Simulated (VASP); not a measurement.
# Ni (Fm-3m) in VASP: notebook

The runs below take Ni through single point, with PBE.

Everything below comes from runs of VASP 6.6.1. Logs are shortened: lines on timing, memory, paths and dates and some standing lists are left out, and cuts for length are marked.

## (1) The cell of the first run

Symmetry: Fm-3m, No. 225, cubic system. The conventional cell has a = 3.544 Å, b = 3.544 Å, c = 3.544 Å, α = 90.00°, β = 90.00°, γ = 90.00°. Within 3.3 Å of Ni (site symmetry m-3m) lie 12 Ni at 2.51 Å.

## (2) Single point, PBE, collinear spin, ferromagnetic start

File INCAR:

```
SYSTEM = Ni
ALGO = Normal
EDIFF = 1E-7
ENCUT = 520
GGA = PE
ISIF = 2
ISMEAR = -1
ISPIN = 2
LASPH = .TRUE.
LCHARG = .TRUE.
LELF = .TRUE.
LMAXMIX = 4
LORBIT = 11
LREAL = .FALSE.
LVHAR = .TRUE.
LWAVE = .FALSE.
MAGMOM = 2 2
NBANDS = 21
NELM = 150
PREC = Accurate
SIGMA = 0.1
```

File KPOINTS:

```
k-points
0
G
  6 12 12
  0 0 0
```

File POSCAR:

```
Ni
1.0
    0.0000000000      3.5439000000      3.5439000000
    1.7719500000      0.0000000000      1.7719500000
    1.7719500000      1.7719500000      0.0000000000
Ni
2
Direct
    0.0000000000      0.0000000000      0.0000000000
    0.5000000000      0.0000000000      0.0000000000
```

Potentials or basis: VASP PAW PBE potentials, release 64 (Ni).

Launch:

```sh
cat potpaw_PBE.64/Ni/POTCAR > POTCAR
mpirun -np 1 vasp_std > vasp.out
```

OUTCAR:

```text
SYSTEM = Ni
   EDIFF = 1E-7
   ENCUT = 520
   GGA = PE
   ISIF = 2
   ISMEAR = -1
   ISPIN = 2
   LASPH = .TRUE.
   LORBIT = 11
   LREAL = .FALSE.
   NELM = 150
   PREC = Accurate

 ion  position               nearest neighbor table
   1  0.000  0.000  0.000-   2 2.51   2 2.51   2 2.51   2 2.51   2 2.51   2 2.51
   2  0.500  0.000  0.000-   1 2.51   1 2.51   1 2.51   1 2.51   1 2.51   1 2.51

  LATTYP: Found a trigonal (rhomboedric) cell.
 ALAT       =     4.3403733497
 COS(alpha) =     0.8333333333

  Lattice vectors:

 A1 = (   1.7719500000,  -1.7719500000,  -3.5439000000)
 A2 = (   3.5439000000,  -1.7719500000,  -1.7719500000)
 A3 = (   1.7719500000,  -3.5439000000,  -1.7719500000)

Analysis of symmetry for initial positions (statically):
=====================================================================
 Subroutine PRICEL returns following result:

  LATTYP: Found a face centered cubic cell.
 ALAT       =     3.5439000000

  Lattice vectors:

 A1 = (   0.0000000000,   1.7719500000,   1.7719500000)
 A2 = (   1.7719500000,   0.0000000000,   1.7719500000)
 A3 = (   1.7719500000,   1.7719500000,   0.0000000000)

   2 primitive cells build up your supercell.

 Routine SETGRP: Setting up the symmetry group for a
 trigonal (rhombohedral) supercell.

 Subroutine GETGRP returns: Found 12 space group operations
 (whereof 12 operations were pure point group operations)
 out of a pool of 12 trial point group operations.

The static configuration has the point symmetry D_3d.

Analysis of symmetry for dynamics (positions and initial velocities):
=====================================================================
 Subroutine PRICEL returns following result:

  LATTYP: Found a face centered cubic cell.
 ALAT       =     3.5439000000

  Lattice vectors:

 A1 = (   0.0000000000,   1.7719500000,   1.7719500000)
 A2 = (   1.7719500000,   0.0000000000,   1.7719500000)
 A3 = (   1.7719500000,   1.7719500000,   0.0000000000)

   2 primitive cells build up your supercell.

 Routine SETGRP: Setting up the symmetry group for a
 trigonal (rhombohedral) supercell.

 Subroutine GETGRP returns: Found 12 space group operations
 (whereof 12 operations were pure point group operations)
 out of a pool of 12 trial point group operations.

The dynamic configuration has the point symmetry D_3d.

Analysis of structural, dynamic, and magnetic symmetry:
=====================================================================
 Subroutine PRICEL returns following result:

  LATTYP: Found a face centered cubic cell.
 ALAT       =     3.5439000000

  Lattice vectors:

 A1 = (   0.0000000000,   1.7719500000,   1.7719500000)
 A2 = (   1.7719500000,   0.0000000000,   1.7719500000)
 A3 = (   1.7719500000,   1.7719500000,   0.0000000000)

   2 primitive cells build up your supercell.

 Routine SETGRP: Setting up the symmetry group for a
 trigonal (rhombohedral) supercell.

 Subroutine GETGRP returns: Found 12 space group operations
 (whereof 12 operations were pure point group operations)
 out of a pool of 12 trial point group operations.

The overall configuration has the point symmetry D_3d.

 Subroutine INISYM returns: Found 12 space group operations
 (whereof 12 operations are pure point group operations),
 and found     2 'primitive' translations

----------------------------------------------------------------------------------------

                                     Primitive cell

  volume of cell :      11.1272

  direct lattice vectors                    reciprocal lattice vectors
     0.000000000  1.771950000  1.771950000    -0.282175005  0.282175005  0.282175005
     1.771950000  0.000000000  1.771950000     0.282175005 -0.282175005  0.282175005
     1.771950000  1.771950000  0.000000000     0.282175005  0.282175005 -0.282175005

  length of vectors
     2.505915722  2.505915722  2.505915722     0.488741445  0.488741445  0.488741445

  position of ions in fractional coordinates (direct lattice)
     0.000000000  0.000000000  0.000000000

  ion indices of the primitive-cell ions
   primitive index   ion index
                 1           1

----------------------------------------------------------------------------------------

 KPOINTS: k-points

Automatic generation of k-mesh.
 Grid dimensions read from file:
 generate k-points for:    6   12   12

 Generating k-lattice:

  Cartesian coordinates                     Fractional coordinates (reciprocal lattice)
    -0.023514584  0.023514584  0.023514584     0.166666667  0.000000000  0.000000000
     0.023514584 -0.023514584  0.023514584     0.000000000  0.083333333  0.000000000
     0.023514584  0.023514584 -0.023514584     0.000000000  0.000000000  0.083333333

  Length of vectors
     0.040728454  0.040728454  0.040728454

  Shift w.r.t. Gamma in fractional coordinates (k-lattice)
     0.000000000  0.000000000  0.000000000

 -----------------------------------------------------------------------------
|                                                                             |
|           W    W    AA    RRRRR   N    N  II  N    N   GGGG   !!!           |
|           W    W   A  A   R    R  NN   N  II  NN   N  G    G  !!!           |
|           W    W  A    A  R    R  N N  N  II  N N  N  G       !!!           |
|           W WW W  AAAAAA  RRRRR   N  N N  II  N  N N  G  GGG   !            |
|           WW  WW  A    A  R   R   N   NN  II  N   NN  G    G                |
|           W    W  A    A  R    R  N    N  II  N    N   GGGG   !!!           |
|                                                                             |
|     Your reciprocal lattice and k-lattice belong to different lattice       |
|     classes:                                                                |
|                                                                             |
|        The reciprocal lattice is rhombohedral (trigonal),                   |
|        whereas your k-lattice is body-centered cubic.                       |
|                                                                             |
|     Results are often still useful ...                                      |
|                                                                             |
 -----------------------------------------------------------------------------

 Subroutine IBZKPT returns following result:
 ===========================================

 Found     98 irreducible k-points:

 Following reciprocal coordinates:
            Coordinates               Weight
  0.000000  0.000000  0.000000      1.000000
  0.166667  0.000000  0.000000      2.000000
  0.333333  0.000000  0.000000      2.000000
  0.500000  0.000000  0.000000      1.000000
  0.000000  0.083333  0.000000      6.000000
  0.166667  0.083333  0.000000      6.000000
[... 16 lines left out ...]
  0.000000  0.333333  0.000000      6.000000
  0.166667  0.333333  0.000000      6.000000
 [... further k-points ...]
   k-points           NKPTS =     98   k-points in BZ     NKDIM =     98   number of bands    NBANDS=     21
   number of dos      NEDOS =    301   number of ions     NIONS =      2
   total plane-waves  NPLWV =  16000
   dimension x,y,z NGX =    40 NGY =   20 NGZ =   20
   dimension x,y,z NGXF=    80 NGYF=   40 NGZF=   40
   ions per type =               2
   NGX,Y,Z   is equivalent  to a cutoff of  13.27, 13.27, 13.27 a.u.
   NGXF,Y,Z  is equivalent  to a cutoff of  26.54, 26.54, 26.54 a.u.
 SYSTEM =  Ni
   PREC   = accura    normal or accurate (medium, high low for compatibility)
   ISTART =      0    job   : 0-new  1-cont  2-samecut
   ICHARG =      2    charge: 1-file 2-atom 10-const
   ISPIN  =      2    spin polarized calculation?
   LNONCOLLINEAR =      F non collinear calculations
   LSORBIT =      F    spin-orbit coupling
   LASPH  =      T    aspherical Exc in radial PAW
   ENCUT  =  520.0 eV  38.22 Ry    6.18 a.u.   9.32  4.66  4.66*2*pi/ulx,y,z
   NELM   =    150;   NELMIN=  2; NELMDL= -5     # of ELM steps
   EDIFF  = 0.1E-06   stopping-criterion for ELM
   LREAL  =      F    real-space projection
   EDIFFG = 0.1E-05   stopping-criterion for IOM
   NSW    =      0    number of steps for IOM
   IBRION =     -1    ionic relax: 0-MD 1-quasi-New 2-CG
   NFREE  =      0    steps in history (QN), initial steepest desc. (CG)
   ISIF   =      2    stress and relaxation
   ISYM   =      2    0-nonsym 1-usesym 2-fastsym
   POTIM  = 0.5000    time-step for ionic-motion
   TEBEG  =    0.0;   TEEND  =   0.0 temperature during run
   PSTRESS=    0.0 pullay stress
   NELECT =      20.0000    total number of electrons
   NUPDOWN=      -1.0000    fix difference up-down
   EMIN   =  10.00;   EMAX   =-10.00  energy-range for DOS
   EFERMI =   0.00;   METHOD = LEGACY
   ISMEAR =    -1;   SIGMA  =   0.10  broadening in eV -4-tet -1-fermi 0-gaus
   EFERMI_NEDOS =   21; number of points for ismear=-14 and -15
   IALGO  =     38    algorithm
   IMIX   =      4    mixing-type and parameters
     AMIX     =   0.40;   BMIX     =  1.00
     AMIX_MAG =   1.60;   BMIX_MAG =  1.00
  volume/ion in A,a.u.               =      11.13        75.09
  Fermi-wavevector in a.u.,A,eV,Ry     =   1.579841  2.985467 33.958747  2.495897
  Thomas-Fermi vector in A             =   2.680159
   LORBIT       =     11    0 simple, 1 ext, 2 COOP (PROOUT), +10 PAW based schemes
   GGA     = PE    functional components
   LHFCALC =     F    Hartree Fock is set to
   AEXX    =    0.0000 exact exchange contribution
   IVDW    =     0    specifies the selected vdW correction
   LEPSILON=     F    determine dielectric tensor
   LRPA    =     F    only Hartree local field effects (RPA)
 spin polarized calculation
  energy-cutoff  :      520.00
  volume of cell :       22.25
 maximum number of plane-waves:       612
 NGX is ok and might be reduce to    40
   NGX = 19   NGY =  9   NGZ =  9

 number of electron      20.0000017 magnetization       1.2792897

 Free energy of the ion-electron system (eV)
  ---------------------------------------------------
  ext. energy  EPLUGINS =         0.00000000
  ---------------------------------------------------
  free energy    TOTEN  =       -10.99037009 eV

  energy without entropy =      -10.87879034  energy(sigma->0) =      -10.93458022

 E-fermi :   9.0472     XC(G=0): -13.1239

 val. band max:        9.0434629592   @ k =   0.3333   0.3333   0.1667
 cond. band min:       9.0689464164   @ k =   0.1667   0.5000   0.1667
 fundamental gap:      0.0254834571
 Fermi energy:         9.0472012971

 spin component 1

 k-point     1 :       0.0000    0.0000    0.0000
  band No.  band energies     occupation
      1       0.2064      1.00000
      2       4.3475      1.00000
      3       6.6832      1.00000
      4       6.6832      1.00000
      5       6.6832      1.00000
      6       6.6968      1.00000
[... 13 lines left out ...]
     20      36.2756      0.00000
     21      36.2756      0.00000

 k-point     2 :       0.1667    0.0000    0.0000
  band No.  band energies     occupation
      1       0.4727      1.00000
      2       4.2194      1.00000
      3       6.6178      1.00000
      4       6.7345      1.00000
      5       6.7345      1.00000
      6       6.7399      1.00000
[... 520 lines left out ...]
 k-point    24 :       0.1667    0.3333    0.0000
  band No.  band energies     occupation
      1       3.4271      1.00000
      2       5.1963      1.00000
      3       5.4720      1.00000
      4       6.3273      1.00000
      5       6.8075      1.00000
      6       6.9580      1.00000
[... 13 lines left out ...]
     20      34.2347      0.00000
     21      38.4777      0.00000

 [... further k-points ...]

 spin component 2

 k-point     1 :       0.0000    0.0000    0.0000
  band No.  band energies     occupation
      1       0.1721      1.00000
      2       4.7812      1.00000
      3       7.3312      1.00000
      4       7.3312      1.00000
      5       7.4383      1.00000
      6       7.4383      1.00000
[... 13 lines left out ...]
     20      36.2699      0.00000
     21      36.2802      0.00000

 k-point     2 :       0.1667    0.0000    0.0000
  band No.  band energies     occupation
      1       0.4388      1.00000
      2       4.5655      1.00000
      3       7.3636      1.00000
      4       7.3754      1.00000
      5       7.3754      1.00000
      6       7.4970      1.00000
[... 520 lines left out ...]
 k-point    24 :       0.1667    0.3333    0.0000
  band No.  band energies     occupation
      1       3.4875      1.00000
      2       5.6430      1.00000
      3       6.0096      1.00000
      4       6.9078      1.00000
      5       7.4563      1.00000
      6       7.5775      1.00000
[... 13 lines left out ...]
     20      34.3378      0.00000
     21      38.4584      0.00000

 [... further k-points ...]
[... 5 lines left out ...]
  --------------------------------------------------------------------------------------
  -------------------------------------------------------------------------------------
  Total       -0.4945510     -0.4945510     -0.4945510      0.0000018     -0.0000018      0.0000018
  in kB      -35.6046947    -35.6046947    -35.6046947      0.0001322     -0.0001322      0.0001322
  external PRESSURE =     -35.6046947 kB  Pullay stress =       0.0000000 kB

 VOLUME and BASIS-vectors are now :
 -----------------------------------------------------------------------------
  energy-cutoff  :      520.00
  volume of cell :       22.25
      direct lattice vectors                 reciprocal lattice vectors
     0.000000000  3.543900000  3.543900000    -0.141087502  0.141087502  0.141087502
     1.771950000  0.000000000  1.771950000     0.282175005 -0.282175005  0.282175005
     1.771950000  1.771950000  0.000000000     0.282175005  0.282175005 -0.282175005

 POSITION                                       TOTAL-FORCE (eV/Angst)
 -----------------------------------------------------------------------------------
      0.00000      0.00000      0.00000        -0.000000     -0.000000     -0.000000
      0.00000      1.77195      1.77195         0.000000      0.000000      0.000000
 -----------------------------------------------------------------------------------
    total drift:                               -0.000000     -0.000000     -0.000000

  FREE ENERGIE OF THE ION-ELECTRON SYSTEM (eV)
  ---------------------------------------------------
  free  energy   TOTEN  =       -10.9903700934 eV

  energy  without entropy=      -10.8787903410  energy(sigma->0) =      -10.93458022

 total charge

# of ion       s       p       d       tot
------------------------------------------
    1        0.489   0.479   8.303   9.271
    2        0.489   0.479   8.303   9.271
--------------------------------------------------
tot          0.977   0.957  16.606  18.541

 magnetization (x)

# of ion       s       p       d       tot
------------------------------------------
    1       -0.006  -0.024   0.684   0.653
    2       -0.006  -0.024   0.684   0.653
--------------------------------------------------
tot         -0.012  -0.049   1.368   1.307
```

Wall time 63 s (1 thread of Intel Xeon 6975P-C, shared host); peak memory 0.2 GiB.

What came out:

| Property | Result |
| --- | --- |
| Free energy | -10.9904 eV |
| Pressure | -3.6 GPa |
| Net moment | 1.28 μB per cell |
| Site moments | Ni +0.65 μB |
| Valence electrons inside the program's atomic spheres | Ni 9.27 |

Levels at points of the mesh, in eV from the Fermi level:
Spin up:
```tsv
k point	band 7	band 8	band 9	band 10	band 11	band 12	band 13	band 14	band 15	band 16
(0.00, 0.00, 0.00)	-2.35	-1.24	-1.24	-0.60	-0.60	-0.24	5.52	22.05	23.55	24.30
(0.50, 0.00, 0.00)	-2.15	-2.15	-1.17	-1.17	-1.17	-1.17	14.21	14.21	23.62	23.62
(0.00, 0.50, 0.00)	-0.60	-0.56	-0.47	-0.47	-0.24	2.45	5.52	9.03	14.63	14.63
(0.50, 0.50, 0.00)	-1.52	-1.52	-0.55	-0.55	2.19	2.19	8.31	8.31	14.35	14.35
```
Spin down:
```tsv
k point	band 6	band 7	band 8	band 9	band 10	band 11	band 12	band 13
(0.00, 0.00, 0.00)	-1.61	-1.61	-0.62	-0.62	-0.30	0.17	0.17	5.94
(0.50, 0.00, 0.00)	-1.44	-1.44	-1.44	-0.50	-0.50	-0.50	-0.50	14.35
(0.00, 0.50, 0.00)	-0.30	0.09	0.17	0.17	0.39	0.39	2.41	5.94
(0.50, 0.50, 0.00)	-1.72	-0.86	-0.86	0.23	0.23	2.57	2.57	8.52
```

## (3) Single point, PBE

File INCAR:

```
ALGO = Normal
EDIFF = 1E-6
ENCUT = 600
GGA = PE
GGA_COMPAT = F
ISIF = 2
ISMEAR = -1
LASPH = T
LCHARG = F
LREAL = F
LWAVE = F
NBANDS = 17
NELM = 120
PREC = Accurate
SIGMA = 0.1
```

File KPOINTS:

```
k-points
0
Gamma
  6 12 12
```

POSCAR is that of step 2.

Potentials or basis: VASP PAW PBE potentials, release 64 (Ni).

Launch:

```sh
cat potpaw_PBE.64/Ni/POTCAR > POTCAR
mpirun -np 1 vasp_std > vasp.out
```

Wall time 29 s (1 thread of Intel Xeon 6975P-C, shared host); peak memory 0.17 GiB.

The run converged. Its results:

| Property | Result |
| --- | --- |
| Free energy | -10.9283 eV |
| Pressure | -4.8 GPa |
| Band gap on the k mesh | zero (band 10 reaches 9.04 eV, above the bottom of band 11 at 8.24 eV) |

Levels at points of the mesh, in eV from the Fermi level:
```csv
k point,band 6,band 7,band 8,band 9,band 10,band 11,band 12,band 13,band 14,band 15
"(0.00, 0.00, 0.00)",-1.81,-1.81,-0.75,-0.75,-0.12,-0.04,-0.04,5.89,22.12,23.61
"(0.50, 0.00, 0.00)",-1.62,-1.62,-1.62,-0.66,-0.66,-0.66,-0.66,14.43,14.43,23.70
"(0.00, 0.50, 0.00)",-0.12,-0.06,-0.04,-0.04,0.14,0.14,2.58,5.89,9.31,14.79
"(0.50, 0.50, 0.00)",-1.84,-1.01,-1.01,0.01,0.01,2.54,2.54,8.57,8.57,14.56
```

Caveat: the run has no spin polarisation, though such a crystal can be magnetic.

## (4) Single point, PBE, collinear spin, antiferromagnetic start

File INCAR:

```
PREC     = Accurate       # precision mode
ENCUT    = 600            # plane-wave cutoff, eV
EDIFF    = 1E-6           # SCF threshold, eV
ISMEAR   = -1             # smearing method
SIGMA    = 0.1            # smearing width, eV
LREAL    = False          # projectors in reciprocal space
LASPH    = True           # aspherical terms in the spheres
NELM     = 200            # most SCF steps
ALGO     = Normal         # electronic algorithm
ISIF     = 2              # what is computed and relaxed
LWAVE    = False          # write WAVECAR
LCHARG   = True           # write CHGCAR
ISPIN    = 2              # spin polarisation
MAGMOM   = 2 -2           # initial moments
LORBIT   = 11             # projections on sites
LMAXMIX  = 4              # l up to which the mixer works
GGA      = PE             # functional
LELF     = True           # ELF
LVHAR    = True         
NBANDS   = 21             # bands
GGA_COMPAT= False
```

File KPOINTS:

```
Automatic mesh
0
Gamma
  6 12 12
```

POSCAR is that of step 3.

Launch:

```sh
cat potpaw_PBE.64/Ni/POTCAR > POTCAR
mpirun -np 1 vasp_std > vasp.out
```

Run time: 1.7 min. Hardware: 1 thread of Intel Xeon 6975P-C, shared host; peak memory 0.21 GiB.

The run converged. Its results:

```yaml
Free_energy: -10.9283 eV
Pressure: -4.8 GPa
Band_gap_on_the_k_mesh: zero (filled and empty bands overlap)
Net_moment: 0.00 μB per cell
Valence_electrons_inside_the_program's_atomic_spheres: Ni 9.27
```

Levels at points of the mesh, in eV from the Fermi level:
Spin up:
| k point | band 6 | band 7 | band 8 | band 9 | band 10 | band 11 | band 12 | band 13 | band 14 | band 15 |
| --- | --- | --- | --- | --- | --- | --- | --- | --- | --- | --- |
| (0.00, 0.00, 0.00) | -1.81 | -1.81 | -0.75 | -0.75 | -0.12 | -0.04 | -0.04 | 5.89 | 22.12 | 23.61 |
| (0.50, 0.00, 0.00) | -1.62 | -1.62 | -1.62 | -0.66 | -0.66 | -0.66 | -0.66 | 14.43 | 14.43 | 23.70 |
| (0.00, 0.50, 0.00) | -0.12 | -0.06 | -0.04 | -0.04 | 0.14 | 0.14 | 2.58 | 5.89 | 9.31 | 14.79 |
| (0.50, 0.50, 0.00) | -1.84 | -1.01 | -1.01 | 0.01 | 0.01 | 2.54 | 2.54 | 8.57 | 8.57 | 14.56 |
Spin down:
```tsv
k point	band 6	band 7	band 8	band 9	band 10	band 11	band 12	band 13	band 14	band 15
(0.00, 0.00, 0.00)	-1.81	-1.81	-0.75	-0.75	-0.12	-0.04	-0.04	5.89	22.12	23.61
(0.50, 0.00, 0.00)	-1.62	-1.62	-1.62	-0.66	-0.66	-0.66	-0.66	14.43	14.43	23.70
(0.00, 0.50, 0.00)	-0.12	-0.06	-0.04	-0.04	0.14	0.14	2.58	5.89	9.31	14.79
(0.50, 0.50, 0.00)	-1.84	-1.01	-1.01	0.01	0.01	2.54	2.54	8.57	8.57	14.56
```

Caveat: the starting moments collapsed, and a magnetic state may lie lower.

(Continued in part 2 of 2.)
